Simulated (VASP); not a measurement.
# Li (P6_3/mmc) in VASP: further runs

Runs on Li. Level: PBEsol. Tasks: electric field gradients.

Program: VASP 6.6.1. These are calculated values, not measurements. Logs are shortened: lines on timing, memory, paths and dates and some standing lists are left out, and cuts for length are marked.

## 1. The cell of the first run

The structure is hexagonal, space group P6_3/mmc (No. 194). The conventional cell has a = 3.047 Å, b = 3.047 Å, c = 4.989 Å, α = 90.00°, β = 90.00°, γ = 120.00°. Li (site symmetry -6m2) has 12 Li at 3.05 Å within 4.0 Å.

This isn't the form of Li at room conditions, which is bcc.

## 2. Electric field gradients, PBEsol (20.06 Å³/atom)

File INCAR:

```
PREC = Accurate ; ENCUT = 520
EDIFF = 1E-8 ; ISMEAR = -1
SIGMA = 0.03 ; LREAL = F
LASPH = T ; NELM = 60
ALGO = Normal ; ISIF = 2
LWAVE = F ; LCHARG = F
GGA = PS ; LEFG = T
NBANDS = 10
```

File KPOINTS:

```
Automatic mesh
0
Gamma
  15 15 8
```

File POSCAR:

```
Li
1.0
    3.0474944919      0.0000000000      0.0000000000
   -1.5237472460      2.6392076479      0.0000000000
    0.0000000000      0.0000000000      4.9890320517
Li
2
Direct
    0.3333333333      0.6666666667      0.2500000000
    0.6666666667      0.3333333333      0.7500000000
```

Potentials or basis: VASP PAW PBE potentials, release 64 (Li_sv).

On the command line:

```console
cat potpaw_PBE.64/Li_sv/POTCAR > POTCAR
mpirun -np 1 vasp_std > vasp.out
```

OUTCAR:

```text
PREC = Accurate
   ENCUT = 520
   EDIFF = 1E-8
   ISMEAR = -1
   LREAL = F
   LASPH = T
   NELM = 60
   ISIF = 2
   GGA = PS

 ion  position               nearest neighbor table
   1  0.333  0.667  0.250-
   2  0.667  0.333  0.750-

  LATTYP: Found a hexagonal cell.
 ALAT       =     3.0474944919
 C/A-ratio  =     1.6370930497

  Lattice vectors:

 A1 = (   3.0474944919,   0.0000000000,   0.0000000000)
 A2 = (  -1.5237472460,   2.6392076479,   0.0000000000)
 A3 = (   0.0000000000,   0.0000000000,   4.9890320517)

Analysis of symmetry for initial positions (statically):
=====================================================================
 Subroutine PRICEL returns:
 Original cell was already a primitive cell.

 Routine SETGRP: Setting up the symmetry group for a
 hexagonal supercell.

 Subroutine GETGRP returns: Found 24 space group operations
 (whereof 12 operations were pure point group operations)
 out of a pool of 24 trial point group operations.

The static configuration has the point symmetry D_3d.
 The point group associated with its full space group is D_6h.

Analysis of symmetry for dynamics (positions and initial velocities):
=====================================================================
 Subroutine PRICEL returns:
 Original cell was already a primitive cell.

 Routine SETGRP: Setting up the symmetry group for a
 hexagonal supercell.

 Subroutine GETGRP returns: Found 24 space group operations
 (whereof 12 operations were pure point group operations)
 out of a pool of 24 trial point group operations.

The dynamic configuration has the point symmetry D_3d.
 The point group associated with its full space group is D_6h.

 Subroutine INISYM returns: Found 24 space group operations
 (whereof 12 operations are pure point group operations),
 and found     1 'primitive' translations

----------------------------------------------------------------------------------------

                                     Primitive cell

  volume of cell :      40.1266

  direct lattice vectors                    reciprocal lattice vectors
     3.047494492  0.000000000  0.000000000     0.328138411  0.189450800  0.000000000
    -1.523747246  2.639207648  0.000000000     0.000000000  0.378901600  0.000000000
     0.000000000  0.000000000  4.989032052     0.000000000  0.000000000  0.200439682

  length of vectors
     3.047494492  3.047494492  4.989032052     0.378901600  0.378901600  0.200439682

  position of ions in fractional coordinates (direct lattice)
     0.333333333  0.666666667  0.250000000
     0.666666667  0.333333333  0.750000000

  ion indices of the primitive-cell ions
   primitive index   ion index
                 1           1
                 2           2

----------------------------------------------------------------------------------------

 KPOINTS: Automatic mesh

Automatic generation of k-mesh.
 Grid dimensions read from file:
 generate k-points for:   15   15    8

 Generating k-lattice:

  Cartesian coordinates                     Fractional coordinates (reciprocal lattice)
     0.021875894  0.012630053  0.000000000     0.066666667 -0.000000000  0.000000000
     0.000000000  0.025260107  0.000000000     0.000000000  0.066666667  0.000000000
     0.000000000  0.000000000  0.025054960     0.000000000  0.000000000  0.125000000

  Length of vectors
     0.025260107  0.025260107  0.025054960

  Shift w.r.t. Gamma in fractional coordinates (k-lattice)
     0.000000000  0.000000000  0.000000000

 Subroutine IBZKPT returns following result:
 ===========================================

 Found    135 irreducible k-points:

 Following reciprocal coordinates:
            Coordinates               Weight
  0.000000  0.000000  0.000000      1.000000
  0.066667  0.000000  0.000000      6.000000
  0.133333  0.000000  0.000000      6.000000
  0.200000  0.000000  0.000000      6.000000
  0.266667  0.000000  0.000000      6.000000
  0.333333 -0.000000  0.000000      6.000000
[... 16 lines left out ...]
  0.333333  0.200000  0.000000     12.000000
  0.400000  0.200000  0.000000      6.000000
 [... further k-points ...]
   k-points           NKPTS =    135   k-points in BZ     NKDIM =    135   number of bands    NBANDS=     10
   number of dos      NEDOS =    301   number of ions     NIONS =      2
   total plane-waves  NPLWV =  23040
   dimension x,y,z NGX =    24 NGY =   24 NGZ =   40
   dimension x,y,z NGXF=    48 NGYF=   48 NGZF=   80
   ions per type =               2
   NGX,Y,Z   is equivalent  to a cutoff of  13.09, 13.09, 13.33 a.u.
   NGXF,Y,Z  is equivalent  to a cutoff of  26.18, 26.18, 26.66 a.u.
 SYSTEM =  unknown system
   PREC   = accura    normal or accurate (medium, high low for compatibility)
   ISTART =      0    job   : 0-new  1-cont  2-samecut
   ICHARG =      2    charge: 1-file 2-atom 10-const
   ISPIN  =      1    spin polarized calculation?
   LNONCOLLINEAR =      F non collinear calculations
   LSORBIT =      F    spin-orbit coupling
   LASPH  =      T    aspherical Exc in radial PAW
   ENCUT  =  520.0 eV  38.22 Ry    6.18 a.u.   5.67  5.67  9.28*2*pi/ulx,y,z
   NELM   =     60;   NELMIN=  2; NELMDL= -5     # of ELM steps
   EDIFF  = 0.1E-07   stopping-criterion for ELM
   LREAL  =      F    real-space projection
   EDIFFG = 0.1E-06   stopping-criterion for IOM
   NSW    =      0    number of steps for IOM
   IBRION =     -1    ionic relax: 0-MD 1-quasi-New 2-CG
   NFREE  =      0    steps in history (QN), initial steepest desc. (CG)
   ISIF   =      2    stress and relaxation
   ISYM   =      2    0-nonsym 1-usesym 2-fastsym
   POTIM  = 0.5000    time-step for ionic-motion
   TEBEG  =    0.0;   TEEND  =   0.0 temperature during run
   PSTRESS=    0.0 pullay stress
   NELECT =       6.0000    total number of electrons
   NUPDOWN=      -1.0000    fix difference up-down
   EMIN   =  10.00;   EMAX   =-10.00  energy-range for DOS
   EFERMI =   0.00;   METHOD = LEGACY
   ISMEAR =    -1;   SIGMA  =   0.03  broadening in eV -4-tet -1-fermi 0-gaus
   EFERMI_NEDOS =   21; number of points for ismear=-14 and -15
   IALGO  =     38    algorithm
   IMIX   =      4    mixing-type and parameters
     AMIX     =   0.40;   BMIX     =  1.00
     AMIX_MAG =   1.60;   BMIX_MAG =  1.00
  volume/ion in A,a.u.               =      20.06       135.39
  Fermi-wavevector in a.u.,A,eV,Ry     =   0.868922  1.642025 10.272754  0.755026
  Thomas-Fermi vector in A             =   1.987670
   LORBIT       =      0    0 simple, 1 ext, 2 COOP (PROOUT), +10 PAW based schemes
   GGA     = PS    functional components
   LHFCALC =     F    Hartree Fock is set to
   AEXX    =    0.0000 exact exchange contribution
   IVDW    =     0    specifies the selected vdW correction
   LEPSILON=     F    determine dielectric tensor
   LRPA    =     F    only Hartree local field effects (RPA)
 non-spin polarized calculation
  energy-cutoff  :      520.00
  volume of cell :       40.13
 maximum number of plane-waves:      1105
 NGX is ok and might be reduce to    24
   NGX = 11   NGY = 11   NGZ = 19

 number of electron       6.0000004 magnetization

 Free energy of the ion-electron system (eV)
  ---------------------------------------------------
  ext. energy  EPLUGINS =         0.00000000
  ---------------------------------------------------
  free energy    TOTEN  =        -3.93459008 eV

  energy without entropy =       -3.93131160  energy(sigma->0) =       -3.93295084

 E-fermi :   0.6545     XC(G=0):  -7.0427

 val. band max:        0.6415132067   @ k =   0.4000   0.0667   0.3750
 cond. band min:       0.6650643945   @ k =   0.4000   0.0000   0.5000
 fundamental gap:      0.0235511879
 Fermi energy:         0.6545088980

 k-point     1 :       0.0000    0.0000    0.0000
  band No.  band energies     occupation
      1     -45.2398      2.00000
      2     -45.2201      2.00000
      3      -2.9130      2.00000
      4       0.6196      1.52404
      5       3.6015      0.00000
      6      13.2430      0.00000
      7      13.2430      0.00000
      8      14.6448      0.00000
      9      14.6448      0.00000
     10      15.2110      0.00000
[... 287 lines left out ...]
 k-point    24 :       0.4000    0.2000    0.0000
  band No.  band energies     occupation
      1     -45.2176      2.00000
      2     -45.2137      2.00000
      3       1.1669      0.00000
      4       2.1781      0.00000
      5       4.9935      0.00000
      6       5.9931      0.00000
      7       6.9582      0.00000
      8       7.0500      0.00000
      9      10.8757      0.00000
     10      11.1217      0.00000

 [... further k-points ...]

------------------------ aborting loop because EDIFF is reached ----------------------------------------

  FORCE on cell =-STRESS in cart. coord.  units (eV):
  Direction    XX          YY          ZZ          XY          YZ          ZX
  --------------------------------------------------------------------------------------
  -------------------------------------------------------------------------------------
  Total       -0.0023542     -0.0023542      0.0097217      0.0000000     -0.0000000      0.0000000
  in kB       -0.0940002     -0.0940002      0.3881672      0.0000000     -0.0000000      0.0000000
  external PRESSURE =       0.0667222 kB  Pullay stress =       0.0000000 kB

 VOLUME and BASIS-vectors are now :
 -----------------------------------------------------------------------------
  energy-cutoff  :      520.00
  volume of cell :       40.13
      direct lattice vectors                 reciprocal lattice vectors
     3.047494492  0.000000000  0.000000000     0.328138411  0.189450800  0.000000000
    -1.523747246  2.639207648  0.000000000     0.000000000  0.378901600  0.000000000
     0.000000000  0.000000000  4.989032052     0.000000000  0.000000000  0.200439682

 POSITION                                       TOTAL-FORCE (eV/Angst)
 -----------------------------------------------------------------------------------
     -0.00000      1.75947      1.24726         0.000000      0.000000      0.000000
      1.52375      0.87974      3.74177        -0.000000     -0.000000      0.000000
 -----------------------------------------------------------------------------------
    total drift:                               -0.000000      0.000000     -0.000000

  FREE ENERGIE OF THE ION-ELECTRON SYSTEM (eV)
  ---------------------------------------------------
  free  energy   TOTEN  =        -3.9345900796 eV

  energy  without entropy=       -3.9313115965  energy(sigma->0) =       -3.93295084

 Electric field gradients (V/A^2)
---------------------------------------------------------------------
 ion       V_xx      V_yy      V_zz      V_xy      V_xz      V_yz
---------------------------------------------------------------------
   1       0.006     0.008    -0.014     0.002     0.000    -0.000
   2       0.006     0.008    -0.014     0.002    -0.000     0.000
---------------------------------------------------------------------

 Electric field gradients after diagonalization (V/A^2)
 (convention: |V_zz| > |V_xx| > |V_yy|)
----------------------------------------------------------------------
 ion       V_xx      V_yy      V_zz     asymmetry (V_yy - V_xx)/ V_zz
----------------------------------------------------------------------
   1       0.010     0.004    -0.014       0.393
   2       0.010     0.004    -0.014       0.393
----------------------------------------------------------------------

           NMR quadrupolar parameters

 Cq : quadrupolar parameter    Cq=e*Q*V_zz/h
 eta: asymmetry parameters     (V_yy - V_xx)/ V_zz
 Q  : nuclear electric quadrupole moment in mb (millibarn)
----------------------------------------------------------------------
 ion       Cq(MHz)       eta       Q (mb)
----------------------------------------------------------------------
   1      -0.000       0.393       1.000
   2      -0.000       0.393       1.000
----------------------------------------------------------------------
```

Wall time 16 s (1 thread of Intel Xeon Platinum 8559C (Emerald Rapids), shared host); peak memory 0.17 GiB.

Results:

* Free energy: -3.9346 eV
* Band gap on the k mesh: zero (bands 3 and 4 overlap by 4.63 eV)
* Largest electric field gradient by atom: zero within the noise of the run

Levels at points of the mesh, in eV from the Fermi level:
```csv
k point,band 1,band 2,band 3,band 4,band 5,band 6,band 7,band 8
"(0.00, 0.00, 0.00)",-45.89,-45.87,-3.57,-0.03,2.95,12.59,12.59,13.99
"(0.00, 0.00, 0.50)",-45.88,-45.88,-2.45,-2.45,8.00,8.00,13.51,13.51
```

Caveat: the cutoff is under 1.25 times the usual one of these potentials, so pressure, stress and relaxed cells hold a basis-set (Pulay) error; the PAW data sets were made with another functional, which shifts forces and pressure a little.

(Part 1 of 3 ends here.)
